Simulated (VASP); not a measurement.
# AlN (wurtzite type) (P6_3mc) in VASP: a series of runs

Runs on AlN (wurtzite type). Level: PBE. Tasks: single point.

Program: VASP 6.6.1. These are calculated values, not measurements. Logs are shortened: lines on timing, memory, paths and dates and some standing lists are left out, and cuts for length are marked.

### Step 1. The cell of the first run

It takes space group P6_3mc (No. 186, hexagonal). The conventional cell has a = 3.130 Å, b = 3.130 Å, c = 5.018 Å, α = 90.00°, β = 90.00°, γ = 120.00°. Al (site symmetry 3m) has 4 N at 1.90 to 1.91 Å within 2.5 Å. Within 2.5 Å of N (site symmetry 3m) lie 4 Al at 1.90 to 1.91 Å.

### Step 2. Single point, PBE

INCAR reads:

```
SYSTEM = AlN
PREC     = Accurate       ! precision mode
ENCUT    = 520            ! plane-wave cutoff, eV
EDIFF    = 1E-6           ! SCF threshold, eV
ISMEAR   = -1             ! smearing method
SIGMA    = 0.02           ! smearing width, eV
LREAL    = .FALSE.        ! projectors in reciprocal space
LASPH    = .TRUE.         ! aspherical terms in the spheres
NELM     = 100            ! most SCF steps
ALGO     = Normal         ! electronic algorithm
ISIF     = 2              ! what is computed and relaxed
LWAVE    = .FALSE.        ! write WAVECAR
LCHARG   = .FALSE.        ! write CHGCAR
GGA      = PE             ! functional
NBANDS   = 26             ! bands
```

KPOINTS reads:

```
Automatic mesh
0
G
  10 6 6
  0 0 0
```

POSCAR reads:

```
AlN
1.0
   -1.5650789238      2.7107962138      0.0000000000
    0.0000000000      0.0000000000      5.0181095988
    4.6952367713      2.7107962138      0.0000000000
Al N
4 4
Direct
    0.5000000000      0.9972403060      0.1666666670
    0.0000000000      0.9972403060      0.6666666670
    0.0000000000      0.4972403060      0.3333333330
    0.5000000000      0.4972403060      0.8333333330
    0.5000000000      0.3787596940      0.1666666670
    0.0000000000      0.3787596940      0.6666666670
    0.0000000000      0.8787596940      0.3333333330
    0.5000000000      0.8787596940      0.8333333330
```

Potentials or basis: VASP PAW PBE potentials, release 64 (Al, N).

On the command line:

```sh
cat potpaw_PBE.64/Al/POTCAR potpaw_PBE.64/N/POTCAR > POTCAR
mpirun -np 1 vasp_std > vasp.out
```

OUTCAR:

```text
SYSTEM = AlN
   PREC = Accurate
   ENCUT = 520
   EDIFF = 1E-6
   ISMEAR = -1
   LREAL = .FALSE.
   LASPH = .TRUE.
   NELM = 100
   ISIF = 2
   GGA = PE

 ion  position               nearest neighbor table
   1  0.500  0.997  0.167-   7 1.90   7 1.90   8 1.90   5 1.91   3 3.09   3 3.09   3 3.09   3 3.09
                             4 3.09   4 3.09   2 3.13   2 3.13   2 3.13   2 3.13
   2  0.000  0.997  0.667-   8 1.90   8 1.90   7 1.90   6 1.91   4 3.09   4 3.09   4 3.09   4 3.09
                             3 3.09   3 3.09   1 3.13   1 3.13   1 3.13   1 3.13
   3  0.000  0.497  0.333-   5 1.90   5 1.90   6 1.90   7 1.91   1 3.09   1 3.09   1 3.09   1 3.09
                             2 3.09   2 3.09   4 3.13   4 3.13   4 3.13   4 3.13
   4  0.500  0.497  0.833-   6 1.90   6 1.90   5 1.90   8 1.91   2 3.09   2 3.09   2 3.09   2 3.09
                             1 3.09   1 3.09   3 3.13   3 3.13   3 3.13   3 3.13
   5  0.500  0.379  0.167-   3 1.90   3 1.90   4 1.90   1 1.91
   6  0.000  0.379  0.667-   4 1.90   4 1.90   3 1.90   2 1.91
   7  0.000  0.879  0.333-   1 1.90   1 1.90   2 1.90   3 1.91
   8  0.500  0.879  0.833-   2 1.90   2 1.90   1 1.90   4 1.91

  LATTYP: Found a simple orthorhombic cell.
 ALAT       =     3.1301578475
 B/A-ratio  =     1.6031490561
 C/A-ratio  =     1.7320508076

  Lattice vectors:

 A1 = (  -1.5650789238,   2.7107962138,   0.0000000000)
 A2 = (   0.0000000000,   0.0000000000,   5.0181095988)
 A3 = (   4.6952367713,   2.7107962138,   0.0000000000)

Analysis of symmetry for initial positions (statically):
=====================================================================
 Subroutine PRICEL returns following result:

  LATTYP: Found a hexagonal cell.
 ALAT       =     3.1301578475
 C/A-ratio  =     1.6031490561

  Lattice vectors:

 A1 = (   1.5650789238,   2.7107962138,   0.0000000000)
 A2 = (  -3.1301578476,   0.0000000000,   0.0000000000)
 A3 = (   0.0000000000,   0.0000000000,   5.0181095988)

   2 primitive cells build up your supercell.

 Routine SETGRP: Setting up the symmetry group for a
 simple orthorhombic supercell.

 Subroutine GETGRP returns: Found  4 space group operations
 (whereof  2 operations were pure point group operations)
 out of a pool of  8 trial point group operations.

The static configuration has the point symmetry C_1h.
 The point group associated with its full space group is C_2v.

Analysis of symmetry for dynamics (positions and initial velocities):
=====================================================================
 Subroutine PRICEL returns following result:

  LATTYP: Found a hexagonal cell.
 ALAT       =     3.1301578475
 C/A-ratio  =     1.6031490561

  Lattice vectors:

 A1 = (   1.5650789238,   2.7107962138,   0.0000000000)
 A2 = (  -3.1301578476,   0.0000000000,   0.0000000000)
 A3 = (   0.0000000000,   0.0000000000,   5.0181095988)

   2 primitive cells build up your supercell.

 Routine SETGRP: Setting up the symmetry group for a
 simple orthorhombic supercell.

 Subroutine GETGRP returns: Found  4 space group operations
 (whereof  2 operations were pure point group operations)
 out of a pool of  8 trial point group operations.

The dynamic configuration has the point symmetry C_1h.
 The point group associated with its full space group is C_2v.

 Subroutine INISYM returns: Found  4 space group operations
 (whereof  2 operations are pure point group operations),
 and found     2 'primitive' translations

----------------------------------------------------------------------------------------

                                     Primitive cell

  volume of cell :      42.5798

  direct lattice vectors                    reciprocal lattice vectors
     1.565078924  2.710796214  0.000000000     0.000000000  0.368895306  0.000000000
    -3.130157848  0.000000000  0.000000000    -0.319472707  0.184447653  0.000000000
     0.000000000  0.000000000  5.018109599     0.000000000  0.000000000  0.199278230

  length of vectors
     3.130157848  3.130157848  5.018109599     0.368895306  0.368895306  0.199278230

  position of ions in fractional coordinates (direct lattice)
     0.666666667  0.333333333  0.997240306
     0.333333333  0.666666667  0.497240306
     0.666666667  0.333333333  0.378759694
     0.333333333  0.666666667  0.878759694

  ion indices of the primitive-cell ions
   primitive index   ion index
                 1           1
                 2           4
                 3           5
                 4           8

----------------------------------------------------------------------------------------

 KPOINTS: Automatic mesh

Automatic generation of k-mesh.
 Grid dimensions read from file:
 generate k-points for:   10    6    6

 Generating k-lattice:

  Cartesian coordinates                     Fractional coordinates (reciprocal lattice)
    -0.015973635  0.027667148  0.000000000     0.100000000  0.000000000  0.000000000
     0.000000000  0.000000000  0.033213038     0.000000000  0.166666667  0.000000000
     0.026622726  0.015370638  0.000000000    -0.000000000  0.000000000  0.166666667

  Length of vectors
     0.031947271  0.033213038  0.030741276

  Shift w.r.t. Gamma in fractional coordinates (k-lattice)
     0.000000000  0.000000000  0.000000000

 Subroutine IBZKPT returns following result:
 ===========================================

 Found     96 irreducible k-points:

 Following reciprocal coordinates:
            Coordinates               Weight
  0.000000  0.000000  0.000000      1.000000
  0.100000  0.000000  0.000000      2.000000
  0.200000  0.000000  0.000000      2.000000
  0.300000  0.000000 -0.000000      2.000000
  0.400000  0.000000  0.000000      2.000000
  0.500000  0.000000  0.000000      1.000000
[... 16 lines left out ...]
  0.400000  0.500000  0.000000      2.000000
  0.500000  0.500000  0.000000      1.000000
 [... further k-points ...]
   k-points           NKPTS =     96   k-points in BZ     NKDIM =     96   number of bands    NBANDS=     26
   number of dos      NEDOS =    301   number of ions     NIONS =      8
   total plane-waves  NPLWV =  38400
   dimension x,y,z NGX =    24 NGY =   40 NGZ =   40
   dimension x,y,z NGXF=    48 NGYF=   80 NGZF=   80
   ions per type =               4   4
   NGX,Y,Z   is equivalent  to a cutoff of  12.75, 13.25, 12.27 a.u.
   NGXF,Y,Z  is equivalent  to a cutoff of  25.49, 26.50, 24.53 a.u.
 SYSTEM =  AlN
   PREC   = accura    normal or accurate (medium, high low for compatibility)
   ISTART =      0    job   : 0-new  1-cont  2-samecut
   ICHARG =      2    charge: 1-file 2-atom 10-const
   ISPIN  =      1    spin polarized calculation?
   LNONCOLLINEAR =      F non collinear calculations
   LSORBIT =      F    spin-orbit coupling
   LASPH  =      T    aspherical Exc in radial PAW
   ENCUT  =  520.0 eV  38.22 Ry    6.18 a.u.   5.82  9.33 10.08*2*pi/ulx,y,z
   NELM   =    100;   NELMIN=  2; NELMDL= -5     # of ELM steps
   EDIFF  = 0.1E-05   stopping-criterion for ELM
   LREAL  =      F    real-space projection
   EDIFFG = 0.1E-04   stopping-criterion for IOM
   NSW    =      0    number of steps for IOM
   IBRION =     -1    ionic relax: 0-MD 1-quasi-New 2-CG
   NFREE  =      0    steps in history (QN), initial steepest desc. (CG)
   ISIF   =      2    stress and relaxation
   ISYM   =      2    0-nonsym 1-usesym 2-fastsym
   POTIM  = 0.5000    time-step for ionic-motion
   TEBEG  =    0.0;   TEEND  =   0.0 temperature during run
   PSTRESS=    0.0 pullay stress
   NELECT =      32.0000    total number of electrons
   NUPDOWN=      -1.0000    fix difference up-down
   EMIN   =  10.00;   EMAX   =-10.00  energy-range for DOS
   EFERMI =   0.00;   METHOD = LEGACY
   ISMEAR =    -1;   SIGMA  =   0.02  broadening in eV -4-tet -1-fermi 0-gaus
   EFERMI_NEDOS =   21; number of points for ismear=-14 and -15
   IALGO  =     38    algorithm
   IMIX   =      4    mixing-type and parameters
     AMIX     =   0.40;   BMIX     =  1.00
     AMIX_MAG =   1.60;   BMIX_MAG =  1.00
  volume/ion in A,a.u.               =      10.64        71.84
  Fermi-wavevector in a.u.,A,eV,Ry     =   1.181355  2.232437 18.988284  1.395600
  Thomas-Fermi vector in A             =   2.317630
   LORBIT       =      0    0 simple, 1 ext, 2 COOP (PROOUT), +10 PAW based schemes
   GGA     = PE    functional components
   LHFCALC =     F    Hartree Fock is set to
   AEXX    =    0.0000 exact exchange contribution
   IVDW    =     0    specifies the selected vdW correction
   LEPSILON=     F    determine dielectric tensor
   LRPA    =     F    only Hartree local field effects (RPA)
 non-spin polarized calculation
  energy-cutoff  :      520.00
  volume of cell :       85.16
 maximum number of plane-waves:      2316
 NGX is ok and might be reduce to    24
   NGX = 11   NGY = 19   NGZ = 21

 number of electron      31.9999995 magnetization

 Free energy of the ion-electron system (eV)
  ---------------------------------------------------
  ext. energy  EPLUGINS =         0.00000000
  ---------------------------------------------------
  free energy    TOTEN  =       -59.56101545 eV

  energy without entropy =      -59.56101545  energy(sigma->0) =      -59.56101545

 E-fermi :   6.4177     XC(G=0): -10.8271

 val. band max:        5.9642022070   @ k =   0.0000   0.0000   0.0000
 cond. band min:      10.0078255995   @ k =   0.0000   0.0000   0.0000
 fundamental gap:      4.0436233925
 Fermi energy:         6.4176819953

 k-point     1 :       0.0000    0.0000    0.0000
  band No.  band energies     occupation
      1      -9.1030      2.00000
      2      -7.1894      2.00000
      3      -7.0203      2.00000
      4      -6.5145      2.00000
      5       0.0587      2.00000
      6       0.5893      2.00000
[... 18 lines left out ...]
     25      16.9915      0.00000
     26      16.9915      0.00000

 k-point     2 :       0.1000    0.0000    0.0000
  band No.  band energies     occupation
      1      -9.0095      2.00000
      2      -7.1305      2.00000
      3      -6.9674      2.00000
      4      -6.5092      2.00000
      5       0.1708      2.00000
      6       0.6859      2.00000
[... 18 lines left out ...]
     25      16.6269      0.00000
     26      17.2673      0.00000

 k-point     3 :       0.2000    0.0000    0.0000
  band No.  band energies     occupation
      1      -8.7377      2.00000
      2      -6.9681      2.00000
      3      -6.8238      2.00000
      4      -6.5184      2.00000
      5       0.5009      2.00000
      6       0.9498      2.00000
[... 18 lines left out ...]
     25      16.6602      0.00000
     26      17.6951      0.00000

 k-point     4 :       0.3000    0.0000   -0.0000
  band No.  band energies     occupation
      1      -8.3167      2.00000
      2      -6.7471      2.00000
      3      -6.6361      2.00000
      4      -6.6098      2.00000
      5       1.0280      2.00000
      6       1.2199      2.00000
[... 18 lines left out ...]
     25      16.9779      0.00000
     26      17.1066      0.00000
[... 496 lines left out ...]
      1      -7.5799      2.00000
      2      -7.5799      2.00000
      3      -6.6358      2.00000
      4      -6.6358      2.00000
      5       1.1520      2.00000
      6       1.1520      2.00000
[... 18 lines left out ...]
     25      17.1425      0.00000
     26      17.1428      0.00000

 k-point    23 :       0.4000    0.5000    0.0000
  band No.  band energies     occupation
      1      -7.1897      2.00000
      2      -7.1897      2.00000
      3      -6.6619      2.00000
      4      -6.6619      2.00000
      5       1.1038      2.00000
      6       1.1038      2.00000
[... 18 lines left out ...]
     25      17.0036      0.00000
     26      17.0037      0.00000

 k-point    24 :       0.5000    0.5000    0.0000
  band No.  band energies     occupation
      1      -6.8530      2.00000
      2      -6.8530      2.00000
      3      -6.8530      2.00000
      4      -6.8530      2.00000
      5       1.0840      2.00000
      6       1.0840      2.00000
[... 18 lines left out ...]
     25      17.2525      0.00000
     26      17.2525      0.00000

 [... further k-points ...]

------------------------ aborting loop because EDIFF is reached ----------------------------------------

  FORCE on cell =-STRESS in cart. coord.  units (eV):
  Direction    XX          YY          ZZ          XY          YZ          ZX
  --------------------------------------------------------------------------------------
  -------------------------------------------------------------------------------------
  Total       -0.1477765     -0.1477647     -0.1172168     -0.0000101      0.0000000     -0.0000000
  in kB       -2.7802420     -2.7800217     -2.2052968     -0.0001908      0.0000000     -0.0000000
  external PRESSURE =      -2.5885201 kB  Pullay stress =       0.0000000 kB

 VOLUME and BASIS-vectors are now :
 -----------------------------------------------------------------------------
  energy-cutoff  :      520.00
  volume of cell :       85.16
      direct lattice vectors                 reciprocal lattice vectors
    -1.565078924  2.710796214  0.000000000    -0.159736353  0.276671480  0.000000000
     0.000000000  0.000000000  5.018109599     0.000000000  0.000000000  0.199278230
     4.695236771  2.710796214  0.000000000     0.159736353  0.092223827  0.000000000

 POSITION                                       TOTAL-FORCE (eV/Angst)
 -----------------------------------------------------------------------------------
      0.00000      1.80720      5.00426        -0.000002     -0.000001     -0.000084
      3.13016      1.80720      5.00426        -0.000002     -0.000001     -0.000084
      1.56508      0.90360      2.49521         0.000002      0.000001     -0.000084
      3.13016      3.61439      2.49521         0.000002      0.000001     -0.000084
      0.00000      1.80720      1.90066        -0.000085     -0.000049      0.000084
      3.13016      1.80720      1.90066        -0.000085     -0.000049      0.000084
      1.56508      0.90360      4.40971         0.000085      0.000049      0.000084
      3.13016      3.61439      4.40971         0.000085      0.000049      0.000084
 -----------------------------------------------------------------------------------
    total drift:                               -0.000001     -0.000001      0.000929

  FREE ENERGIE OF THE ION-ELECTRON SYSTEM (eV)
  ---------------------------------------------------
  free  energy   TOTEN  =       -59.5610154491 eV

  energy  without entropy=      -59.5610154491  energy(sigma->0) =      -59.56101545
```

Wall time 86 s (1 thread of Intel Xeon 6975P-C (Granite Rapids), shared host); peak memory 0.28 GiB.

Results:

| Quantity | Value |
| --- | --- |
| Free energy | -59.5610 eV |
| Pressure | -0.3 GPa |
| Band gap on the k mesh | 4.04 eV |

### Step 3. Single point, PBE

INCAR reads:

```
  PREC = Accurate
  ENCUT = 520
  EDIFF = 1E-6
  ISMEAR = -1
  SIGMA = 0.02
  LREAL = F
  LASPH = T
  NELM = 80
  ALGO = Normal
  ISIF = 2
  LWAVE = F
  LCHARG = F
  GGA = PE
  NBANDS = 26
```

KPOINTS reads:

```
regular mesh
0
Gamma
  10 6 6
```

POSCAR is that of step 2.

Potentials or basis: VASP PAW PBE potentials, release 64 (Al, N).

On the command line:

```sh
cat potpaw_PBE.64/Al/POTCAR potpaw_PBE.64/N/POTCAR > POTCAR
mpirun -np 1 vasp_std > vasp.out
```

Run time: 82 s. Hardware: 1 thread of Intel Xeon 6975P-C (Granite Rapids), shared host; peak memory 0.28 GiB.

The run converged. Its results:

```
Free energy            : -59.5610 eV
Pressure               : -0.3 GPa
Band gap on the k mesh : 4.04 eV
```

Levels at points of the mesh, in eV from the valence-band top:
| k point | band 13 | band 14 | band 15 | band 16 | band 17 | band 18 | band 19 | band 20 |
| --- | --- | --- | --- | --- | --- | --- | --- | --- |
| (0.00, 0.00, 0.00) | -0.68 | -0.20 | -0.20 | 0.00 | 4.04 | 5.76 | 5.76 | 6.51 |
| (0.50, 0.00, 0.00) | -1.77 | -1.77 | -1.41 | -1.41 | 5.71 | 5.71 | 7.76 | 7.76 |
| (0.00, 0.50, 0.00) | -0.53 | -0.53 | -0.53 | -0.53 | 5.25 | 5.25 | 6.31 | 6.31 |
| (0.50, 0.50, 0.00) | -0.96 | -0.96 | -0.96 | -0.96 | 6.57 | 6.57 | 6.57 | 6.57 |
| (0.00, 0.00, 0.50) | -0.43 | -0.43 | -0.41 | -0.41 | 6.06 | 6.06 | 7.50 | 7.50 |
| (0.50, 0.00, 0.50) | -1.74 | -1.74 | -0.68 | -0.68 | 5.76 | 5.76 | 5.76 | 5.76 |
| (0.00, 0.50, 0.50) | -1.02 | -1.02 | -1.02 | -1.02 | 6.44 | 6.44 | 6.44 | 6.44 |
| (0.50, 0.50, 0.50) | -1.34 | -1.34 | -1.34 | -1.34 | 5.25 | 5.25 | 5.25 | 5.25 |

A k mesh can miss the band edges.
